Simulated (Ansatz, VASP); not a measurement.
# One calculation of MgO, two programs

The input POSCAR:

```
MgO
1.0
    0.1109905151      2.1920626730      2.1920626730
    2.1920626730      0.1109905151      2.1920626730
    2.1920626730      2.1920626730      0.1109905151
Mg O
1 1
Direct
    0.0000000000      0.0000000000      0.0000000000
    0.5000000000      0.5000000000      0.5000000000
```

The input INCAR.step1:

```
  PREC = Accurate
  ENCUT = 520
  ISMEAR = 0
  SIGMA = 0.05
  LREAL = F
  LASPH = T
  NELM = 60
  NBANDS = 11
  GGA = PE
  ALGO = Normal
  EDIFF = 1E-4
  LWAVE = T
  LCHARG = F
```

The input INCAR.step2:

```
  PREC = Accurate
  ENCUT = 520
  EDIFF = 1E-6
  ISMEAR = 0
  SIGMA = 0.05
  LREAL = F
  LASPH = T
  NELM = 60
  ALGO = Normal
  ISIF = 2
  LWAVE = F
  LCHARG = T
  METAGGA = R2SCAN
  LMIXTAU = T
  LELF = T
  LVHAR = T
  NBANDS = 11
  ISTART = 1
```

File KPOINTS:

```
Automatic mesh
0
Gamma
  10 10 10
```

Input for Ansatz:

```yaml
crystal:
  lattice:
    - [0.1109905151, 2.192062673, 2.192062673]
    - [2.192062673, 0.1109905151, 2.192062673]
    - [2.192062673, 2.192062673, 0.1109905151]
  atoms:
    - { symbol: Mg, position: [0.0, 0.0, 0.0] }
    - { symbol: O, position: [0.5, 0.5, 0.5] }
basis:
  ecutwfc: 500
kpoints:
  mp_grid: { grid: [10, 10, 10] }
hamiltonian:
  xc: r2scan
scf:
  occupations: { method: gaussian, width: 0.05 }
output:
  forces: true
  stress: true
  eigenvalues: true
```

Alike in both runs: task single point; functional r2SCAN; k mesh 10 × 10 × 10; occupations gaussian, width 0.05 eV; no spin polarisation.

|  | VASP | Ansatz |
| --- | --- | --- |
| version | VASP 6.6.1 | Ansatz 0.2.0 |
| potentials or method | VASP PAW PBE potentials, release 64 (Mg, O), cutoff 520 eV | scalar-relativistic, plane waves, PAW |
| valence electrons in the cell | 8 | 16 |

VASP gave:

```
gap on the k mesh at the Fermi level (eV)                     : 4.86
least direct gap on the mesh (eV)                             : 4.86
pressure (GPa)                                                : -8.1
traceless stress, the component that is largest in VASP (GPa) : -8.50
```

Question: What did Ansatz give for the same quantities?

Answer: gap on the k mesh at the Fermi level (eV): 4.89; least direct gap on the mesh (eV): 4.89; pressure (GPa): -7.0; traceless stress, the component that is largest in VASP (GPa): -8.45.

VASP's potentials were made for PBE, not for r2SCAN. VASP's potentials hold 8 valence electrons a cell and Ansatz's 16, so a difference there can come from the potentials and not from the codes.
